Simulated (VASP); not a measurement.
# Si (R-3m) in VASP: further runs, part 3 of 3

VASP 6.6.1. Earlier steps stand in the parts before.

### Step 6. Electric field gradients, PBE (equal xy, yz and zx shear strains of +3 %)

The input, INCAR:

```
SYSTEM = Si
  ALGO = Normal
  EDIFF = 1E-8
  ENCUT = 520
  GGA = PE
  ISIF = 2
  ISMEAR = -1
  LASPH = .True.
  LCHARG = .False.
  LEFG = .True.
  LREAL = .False.
  LWAVE = .False.
  NBANDS = 11
  NELM = 80
  PREC = Accurate
  SIGMA = 0.08
```

The input, KPOINTS:

```
k-points
0
Gamma
  11 11 11
  0 0 0
```

The input, POSCAR:

```
Si
1.0
    0.0814641000      2.7562020500      2.7562020500
    2.7562020500      0.0814641000      2.7562020500
    2.7562020500      2.7562020500      0.0814641000
Si
2
Direct
    0.5000000000      0.5000000000      0.5000000000
    0.7500000000      0.7500000000      0.7500000000
```

Potentials or basis: VASP PAW PBE potentials, release 64 (Si).

On the command line:

```sh
$ cat potpaw_PBE.64/Si/POTCAR > POTCAR
$ mpirun -np 1 vasp_std > vasp.out
```

OUTCAR:

```text
SYSTEM = Si
   EDIFF = 1E-8
   ENCUT = 520
   GGA = PE
   ISIF = 2
   ISMEAR = -1
   LASPH = .True.
   LREAL = .False.
   NELM = 80
   PREC = Accurate

 ion  position               nearest neighbor table
   1  0.500  0.500  0.500-   2 2.33   2 2.33   2 2.33   2 2.42
   2  0.750  0.750  0.750-   1 2.33   1 2.33   1 2.33   1 2.42

  LATTYP: Found a trigonal (rhomboedric) cell.
 ALAT       =     3.8987095148
 COS(alpha) =     0.5293254421

  Lattice vectors:

 A1 = (   0.0814641000,   2.7562020500,   2.7562020500)
 A2 = (   2.7562020500,   0.0814641000,   2.7562020500)
 A3 = (   2.7562020500,   2.7562020500,   0.0814641000)

Analysis of symmetry for initial positions (statically):
=====================================================================
 Subroutine PRICEL returns:
 Original cell was already a primitive cell.

 Routine SETGRP: Setting up the symmetry group for a
 trigonal (rhombohedral) supercell.

 Subroutine GETGRP returns: Found 12 space group operations
 (whereof  6 operations were pure point group operations)
 out of a pool of 12 trial point group operations.

The static configuration has the point symmetry C_3v.
 The point group associated with its full space group is D_3d.

Analysis of symmetry for dynamics (positions and initial velocities):
=====================================================================
 Subroutine PRICEL returns:
 Original cell was already a primitive cell.

 Routine SETGRP: Setting up the symmetry group for a
 trigonal (rhombohedral) supercell.

 Subroutine GETGRP returns: Found 12 space group operations
 (whereof  6 operations were pure point group operations)
 out of a pool of 12 trial point group operations.
[... 483 lines left out ...]
      3       3.2055      2.00000
      4       5.1110      1.99999
      5       8.5156      0.00000
      6       9.5276      0.00000
      7       9.8062      0.00000
      8      11.4353      0.00000
      9      11.7557      0.00000
     10      16.1731      0.00000
     11      16.6849      0.00000

 [... further k-points ...]

------------------------ aborting loop because EDIFF is reached ----------------------------------------

  FORCE on cell =-STRESS in cart. coord.  units (eV):
  Direction    XX          YY          ZZ          XY          YZ          ZX
  --------------------------------------------------------------------------------------
  -------------------------------------------------------------------------------------
  Total        0.5572444      0.5572444      0.5572444     -0.7426601     -0.7426601     -0.7426601
  in kB       22.3090780     22.3090780     22.3090780    -29.7321270    -29.7321270    -29.7321270
  external PRESSURE =      22.3090780 kB  Pullay stress =       0.0000000 kB

 VOLUME and BASIS-vectors are now :
 -----------------------------------------------------------------------------
  energy-cutoff  :      520.00
  volume of cell :       40.02
      direct lattice vectors                 reciprocal lattice vectors
     0.081464100  2.756202050  2.756202050    -0.189656543  0.184211858  0.184211858
     2.756202050  0.081464100  2.756202050     0.184211858 -0.189656543  0.184211858
     2.756202050  2.756202050  0.081464100     0.184211858  0.184211858 -0.189656543

 POSITION                                       TOTAL-FORCE (eV/Angst)
 -----------------------------------------------------------------------------------
      2.79693      2.79693      2.79693         0.257768      0.257768      0.257768
      4.19540      4.19540      4.19540        -0.257768     -0.257768     -0.257768
 -----------------------------------------------------------------------------------
    total drift:                               -0.000000     -0.000000     -0.000000

  FREE ENERGIE OF THE ION-ELECTRON SYSTEM (eV)
  ---------------------------------------------------
  free  energy   TOTEN  =       -10.8105522454 eV

  energy  without entropy=      -10.8101216643  energy(sigma->0) =      -10.81033695

 Electric field gradients (V/A^2)
---------------------------------------------------------------------
 ion       V_xx      V_yy      V_zz      V_xy      V_xz      V_yz
---------------------------------------------------------------------
   1      -0.000     0.000    -0.000     5.936     5.936     5.936
   2      -0.000     0.000    -0.000     5.936     5.936     5.936
---------------------------------------------------------------------

 Electric field gradients after diagonalization (V/A^2)
 (convention: |V_zz| > |V_xx| > |V_yy|)
----------------------------------------------------------------------
 ion       V_xx      V_yy      V_zz     asymmetry (V_yy - V_xx)/ V_zz
----------------------------------------------------------------------
   1      -5.936    -5.936    11.872       0.000
   2      -5.936    -5.936    11.872       0.000
----------------------------------------------------------------------

           NMR quadrupolar parameters

 Cq : quadrupolar parameter    Cq=e*Q*V_zz/h
 eta: asymmetry parameters     (V_yy - V_xx)/ V_zz
 Q  : nuclear electric quadrupole moment in mb (millibarn)
----------------------------------------------------------------------
 ion       Cq(MHz)       eta       Q (mb)
----------------------------------------------------------------------
   1       0.029       0.000       1.000
   2       0.029       0.000       1.000
----------------------------------------------------------------------
```

It took 50 s on 1 thread of Intel Xeon Platinum 8375C at 2.90GHz (Ice Lake), shared host; peak memory 0.19 GiB.

What came out:

- Free energy: -10.8106 eV
- Pressure: 2.2 GPa
- Largest force: 0.446 eV/Å
- Band gap on the k mesh: 0.49 eV (least direct gap 1.90 eV)
- Largest electric field gradient by atom: Si +11.9 V/Å²

Forces in eV/Å, atoms in the order of the input:
```
Si   0.258  0.258  0.258
Si  -0.258 -0.258 -0.258
```

Stress tensor (GPa, compression positive):
```
 2.23 -2.97 -2.97
-2.97  2.23 -2.97
-2.97 -2.97  2.23
```

Electric field gradients, principal values (V/Å²):
```csv
atom,least,middle,greatest (by size)
1 Si,-5.936,-5.936,11.872
2 Si,-5.936,-5.936,11.872
```

Caveat: the cell differs from its parent crystal (equal xy, yz and zx shear strains of +3 %); without QUAD_EFG the Cq values of the log hold for a quadrupole moment of 1 mb, not for the nuclei; an odd mesh through Γ misses points on the zone boundary, where band edges can lie.

### Step 7. Electric field gradients, PBE (equal xy, yz and zx shear strains of +3 %)

The input, INCAR:

```
PREC     = Accurate       # precision mode
ENCUT    = 520            # plane-wave cutoff, eV
EDIFF    = 1E-8           # SCF threshold, eV
ISMEAR   = -1             # smearing method
SIGMA    = 0.08           # smearing width, eV
LREAL    = False          # projectors in reciprocal space
LASPH    = True           # aspherical terms in the spheres
NELM     = 80             # most SCF steps
ALGO     = Normal         # electronic algorithm
ISIF     = 2              # what is computed and relaxed
LWAVE    = False          # write WAVECAR
LCHARG   = False          # write CHGCAR
GGA      = PE             # functional
LEFG     = True         
NBANDS   = 11             # bands
```

The input, KPOINTS:

```
Automatic mesh
0
Gamma
  11 11 11
```

POSCAR is that of step 6.

Potentials or basis: VASP PAW PBE potentials, release 64 (Si).

On the command line:

```sh
$ cat potpaw_PBE.64/Si/POTCAR > POTCAR
$ mpirun -np 1 vasp_std > vasp.out
```

OUTCAR:

```text
PREC = Accurate
   ENCUT = 520
   EDIFF = 1E-8
   ISMEAR = -1
   LREAL = False
   LASPH = True
   NELM = 80
   ISIF = 2
   GGA = PE

 ion  position               nearest neighbor table
   1  0.500  0.500  0.500-   2 2.33   2 2.33   2 2.33   2 2.42
   2  0.750  0.750  0.750-   1 2.33   1 2.33   1 2.33   1 2.42

  LATTYP: Found a trigonal (rhomboedric) cell.
 ALAT       =     3.8987095148
 COS(alpha) =     0.5293254421

  Lattice vectors:

 A1 = (   0.0814641000,   2.7562020500,   2.7562020500)
 A2 = (   2.7562020500,   0.0814641000,   2.7562020500)
 A3 = (   2.7562020500,   2.7562020500,   0.0814641000)

Analysis of symmetry for initial positions (statically):
=====================================================================
 Subroutine PRICEL returns:
 Original cell was already a primitive cell.

 Routine SETGRP: Setting up the symmetry group for a
 trigonal (rhombohedral) supercell.

 Subroutine GETGRP returns: Found 12 space group operations
 (whereof  6 operations were pure point group operations)
 out of a pool of 12 trial point group operations.

The static configuration has the point symmetry C_3v.
 The point group associated with its full space group is D_3d.

Analysis of symmetry for dynamics (positions and initial velocities):
=====================================================================
 Subroutine PRICEL returns:
 Original cell was already a primitive cell.

 Routine SETGRP: Setting up the symmetry group for a
 trigonal (rhombohedral) supercell.

 Subroutine GETGRP returns: Found 12 space group operations
 (whereof  6 operations were pure point group operations)
 out of a pool of 12 trial point group operations.

[... 483 lines left out ...]
      4       5.1110      1.99999
      5       8.5156      0.00000
      6       9.5276      0.00000
      7       9.8062      0.00000
      8      11.4353      0.00000
      9      11.7557      0.00000
     10      16.1731      0.00000
     11      16.6849      0.00000

 [... further k-points ...]

------------------------ aborting loop because EDIFF is reached ----------------------------------------

  FORCE on cell =-STRESS in cart. coord.  units (eV):
  Direction    XX          YY          ZZ          XY          YZ          ZX
  --------------------------------------------------------------------------------------
  -------------------------------------------------------------------------------------
  Total        0.5572444      0.5572444      0.5572444     -0.7426601     -0.7426601     -0.7426601
  in kB       22.3090780     22.3090780     22.3090780    -29.7321270    -29.7321270    -29.7321270
  external PRESSURE =      22.3090780 kB  Pullay stress =       0.0000000 kB

 VOLUME and BASIS-vectors are now :
 -----------------------------------------------------------------------------
  energy-cutoff  :      520.00
  volume of cell :       40.02
      direct lattice vectors                 reciprocal lattice vectors
     0.081464100  2.756202050  2.756202050    -0.189656543  0.184211858  0.184211858
     2.756202050  0.081464100  2.756202050     0.184211858 -0.189656543  0.184211858
     2.756202050  2.756202050  0.081464100     0.184211858  0.184211858 -0.189656543

 POSITION                                       TOTAL-FORCE (eV/Angst)
 -----------------------------------------------------------------------------------
      2.79693      2.79693      2.79693         0.257768      0.257768      0.257768
      4.19540      4.19540      4.19540        -0.257768     -0.257768     -0.257768
 -----------------------------------------------------------------------------------
    total drift:                               -0.000000     -0.000000     -0.000000

  FREE ENERGIE OF THE ION-ELECTRON SYSTEM (eV)
  ---------------------------------------------------
  free  energy   TOTEN  =       -10.8105522454 eV

  energy  without entropy=      -10.8101216643  energy(sigma->0) =      -10.81033695

 Electric field gradients (V/A^2)
---------------------------------------------------------------------
 ion       V_xx      V_yy      V_zz      V_xy      V_xz      V_yz
---------------------------------------------------------------------
   1      -0.000     0.000    -0.000     5.936     5.936     5.936
   2      -0.000     0.000    -0.000     5.936     5.936     5.936
---------------------------------------------------------------------

 Electric field gradients after diagonalization (V/A^2)
 (convention: |V_zz| > |V_xx| > |V_yy|)
----------------------------------------------------------------------
 ion       V_xx      V_yy      V_zz     asymmetry (V_yy - V_xx)/ V_zz
----------------------------------------------------------------------
   1      -5.936    -5.936    11.872       0.000
   2      -5.936    -5.936    11.872       0.000
----------------------------------------------------------------------

           NMR quadrupolar parameters

 Cq : quadrupolar parameter    Cq=e*Q*V_zz/h
 eta: asymmetry parameters     (V_yy - V_xx)/ V_zz
 Q  : nuclear electric quadrupole moment in mb (millibarn)
----------------------------------------------------------------------
 ion       Cq(MHz)       eta       Q (mb)
----------------------------------------------------------------------
   1       0.029       0.000       1.000
   2       0.029       0.000       1.000
----------------------------------------------------------------------
```

OSZICAR:

```text
N       E                     dE             d eps       ncg     rms          rms(c)
DAV:   1     0.832244714935E+01    0.83224E+01   -0.33384E+03  3212   0.593E+02
DAV:   2    -0.104421078751E+02   -0.18765E+02   -0.18076E+02  4248   0.862E+01
DAV:   3    -0.109943486884E+02   -0.55224E+00   -0.55048E+00  4139   0.132E+01
DAV:   4    -0.109985398462E+02   -0.41912E-02   -0.41906E-02  3831   0.142E+00
DAV:   5    -0.109985816027E+02   -0.41757E-04   -0.41756E-04  4043   0.132E-01    0.490E+00
DAV:   6    -0.108674322634E+02    0.13115E+00   -0.78072E-02  3638   0.118E+00    0.298E+00
DAV:   7    -0.108091331866E+02    0.58299E-01   -0.14673E-01  3703   0.171E+00    0.206E-01
DAV:   8    -0.108103564057E+02   -0.12232E-02   -0.78168E-03  3683   0.505E-01    0.970E-02
DAV:   9    -0.108105012719E+02   -0.14487E-03   -0.21908E-04  4110   0.927E-02    0.640E-02
DAV:  10    -0.108105492320E+02   -0.47960E-04   -0.48019E-05  3742   0.378E-02    0.134E-02
DAV:  11    -0.108105517724E+02   -0.25403E-05   -0.79848E-06  3941   0.147E-02    0.724E-03
DAV:  12    -0.108105522494E+02   -0.47702E-06   -0.49228E-07  3795   0.428E-03    0.211E-03
DAV:  13    -0.108105522516E+02   -0.21515E-08   -0.17696E-07  3782   0.230E-03    0.694E-04
DAV:  14    -0.108105522454E+02    0.61862E-08   -0.71086E-09  3728   0.560E-04
   1 F= -.10810552E+02 E0= -.10810337E+02  d E =-.430581E-03
```

Run time: 60 s. Hardware: 1 thread of Intel Xeon Platinum 8375C at 2.90GHz (Ice Lake), shared host; peak memory 0.19 GiB.

Results:

```yaml
Free_energy: -10.8106 eV
Pressure: 2.2 GPa
Largest_force: 0.446 eV/Å
Band_gap_on_the_k_mesh: 0.49 eV (least direct gap 1.90 eV)
Largest_electric_field_gradient_by_atom: Si +11.9 V/Å²
```

Forces on the atoms (eV/Å):
```
Si   0.258  0.258  0.258
Si  -0.258 -0.258 -0.258
```

Levels at points of the mesh, in eV from the valence-band top:
```tsv
k point	band 2	band 3	band 4	band 5	band 6	band 7
(0.00, 0.00, 0.00)	-0.14	0.00	0.00	1.90	2.75	2.75
```

Electric field gradients, principal values (V/Å²):
```tsv
atom	least	middle	greatest (by size)
1 Si	-5.936	-5.936	11.872
2 Si	-5.936	-5.936	11.872
```

Caveat: the cell differs from its parent crystal (equal xy, yz and zx shear strains of +3 %); without QUAD_EFG the Cq values of the log hold for a quadrupole moment of 1 mb, not for the nuclei; an odd mesh through Γ misses points on the zone boundary, where band edges can lie.

### Step 8. The runs side by side

| cell | gap on the mesh (eV) | pressure (GPa) | largest force (eV/Å) |
| --- | --- | --- | --- |
| a = 3.821 Å, angles 60.7°, 2 atoms | 0.57 | 2.0 | 0.18 |
| a = 3.879 Å, angles 58.7°, 2 atoms | 0.54 | 2.1 | 0.31 |
| a = 3.802 Å, angles 61.3°, 2 atoms | 0.53 | 2.1 | 0.38 |
| a = 3.860 Å, angles 59.3°, 2 atoms | 0.58 | 2.0 | 0.16 |
| a = 3.899 Å, angles 58.0°, 2 atoms | 0.49 | 2.2 | 0.45 |

Alike in all rows: task electric field gradients; level PBE; potentials or basis VASP PAW PBE potentials, release 64 (Si); no spin polarisation; k mesh 11 × 11 × 11; cutoff (eV) 520; smearing fermi-dirac 0.08 eV.

Caveats: an odd mesh through Γ misses points on the zone boundary, where band edges can lie.

Absolute energies hang on the potentials; compare differences alone.
